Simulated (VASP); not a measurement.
Write the native input for VASP 6.6.1 that does the following.

- Task: single point
- Functional: LDA
- Potentials or basis: VASP PAW LDA potentials, release 64 (Zr_sv, B)
- Cutoff: 520 eV
- k mesh: 12 × 12 × 9
- Occupations: fermi-dirac, width 0.05 eV
- Spin: no spin polarisation
- Dipole correction: no
- Further INCAR settings: ALGO = Normal; EDIFF = 1e-06; NBANDS = 16

The structure of ZrB2 lies in POSCAR:

```
ZrB2
1.0
    3.2599498203      0.0000000000      0.0000000000
   -1.6299749102      2.8231993595      0.0000000000
    0.0000000000      0.0000000000      3.5200000000
Zr B
1 2
Direct
    0.0000000000      0.0000000000      0.0000000000
    0.3333333333      0.6666666667      0.5000000000
    0.6666666667      0.3333333333      0.5000000000
```

This cell differs from its parent crystal: equal xx and yy strain of +3 %.

These files were run (other wordings do the same):

INCAR

```
  PREC = Accurate
  ENCUT = 520
  EDIFF = 1E-6
  ISMEAR = -1
  SIGMA = 0.05
  LREAL = F
  LASPH = T
  NELM = 60
  ALGO = Normal
  ISIF = 2
  LWAVE = F
  LCHARG = F
  GGA = CA
  NBANDS = 16
```

KPOINTS

```
Automatic mesh
0
Gamma
  12 12 9
```

Potentials or basis: VASP PAW LDA potentials, release 64 (Zr_sv, B).

Launch:

```sh
$ cat potpaw_LDA.64/Zr_sv/POTCAR potpaw_LDA.64/B/POTCAR > POTCAR
$ mpirun -np 1 vasp_std > vasp.out
```

It gave:

- Pressure: -19.4 GPa
- Band gap on the k mesh: zero (bands 9 and 10 overlap by 0.85 eV)

Caveat: the cell differs from its parent crystal (equal xx and yy strain of +3 %); the cell stands under tension.

It took 18 s on 1 thread of Intel(R) Xeon(R) Platinum 8488C (Sapphire Rapids), with other jobs on the host, peak memory 0.16 GiB.
